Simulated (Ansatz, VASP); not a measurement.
BaHfO3: VASP beside Ansatz

```
CELL_PARAMETERS angstrom
4.13529 0.00000 0.00000
0.00000 4.13529 0.00000
0.00000 0.00000 4.13529
ATOMIC_POSITIONS crystal
Ba 0.00000 0.00000 0.00000
Hf 0.50000 0.50000 0.50000
O 0.50000 0.50000 0.00000
O 0.50000 0.00000 0.50000
O 0.00000 0.50000 0.50000
```

Change from the starting cell: hydrostatic strain -1.0%.

Alike in both runs: task single point; functional HSE06; k mesh 4 × 4 × 4; no spin polarisation.

|  | VASP | Ansatz |
| --- | --- | --- |
| version | VASP 6.6.1 | Ansatz 0.2.0 |
| potentials or method | VASP PAW PBE potentials, release 64 (Ba_sv, Hf_pv, O) | plane waves, PAW |
| plane-wave cutoff (eV) | 520 | 420 |
| occupations | gaussian, width 0.01 eV | fixed |
| valence electrons in the cell | 38 | 54 |

Ansatz gave:

```
gap on the k mesh at the Fermi level (eV) : 5.24
pressure (GPa)                            : 5.2
```

Task: Estimate VASP's values.

Result: gap on the k mesh at the Fermi level (eV): 5.11; pressure (GPa): 3.9.

VASP's potentials hold 38 valence electrons a cell and Ansatz's 54, so a difference there can come from the potentials and not from the codes. Ansatz's warnings: stress exchange threshold loose, stress scf threshold loose.

Spin-orbit coupling is off throughout.
